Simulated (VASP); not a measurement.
The system is KI.

```
K I
1.0
     0.00000    3.54449    3.54449
     3.54449    0.00000    3.54449
     3.54449    3.54449    0.00000
K I
1 1
Direct
  0.00000 0.00000 0.00000
  0.50000 0.50000 0.50000
```

Base run:

```yaml
Program: VASP 6.6.1
Functional: HSE06
Potentials_or_basis: VASP PAW PBE potentials, release 64 (K_sv, I)
Cutoff: 520 eV
k_mesh: 4 × 4 × 4
Occupations: gaussian, width 0.01 eV
Spin: no spin polarisation
```

Its results: band gap on the k mesh 4.93 eV; pressure 0.3 GPa.

Task: The run is repeated on the same cell with these changes: functional from HSE06 to PBE. What comes out?

Result: Band gap on the k mesh 3.94 eV; pressure 0.5 GPa.

Caveats: spin-orbit coupling is left out, which moves the levels of the heavy elements; the PAW data sets were made with another functional, which shifts forces and pressure a little (at least some runs).

